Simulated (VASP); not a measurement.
Runs of VASP 6.6.1 on Ni. The structure is cubic, space group Fm-3m (No. 225). The conventional cell has a = 3.534 Å, b = 3.534 Å, c = 3.534 Å, α = 90.00°, β = 90.00°, γ = 90.00°. Ni (site symmetry m-3m) has 12 Ni at 2.50 Å within 3.3 Å. 

```tsv
smearing	gap on the mesh (eV)	pressure (GPa)	moment (μB)
fermi-dirac 0.003 eV	none	-8.8	0.75
fermi-dirac 0.01 eV	none	-8.8	0.75
tetrahedron	none	-9.2	(a)
fermi-dirac 0.1 eV	none	-8.6	0.74
```

Alike in all rows: task single point; level r2SCAN; potentials or basis VASP PAW PBE potentials, release 64 (Ni); spin collinear, ferromagnetic start; cell as given; k mesh 14 × 14 × 14; cutoff (eV) 520.

Task: Estimate the missing entries.

Result: (a) 0.72.

Caveats: the PAW data sets were made with another functional, which shifts forces and pressure a little; tetrahedron occupations give inexact forces and stress in metals (some runs).

A gap of «none» marks levels without a gap at the run's occupations.
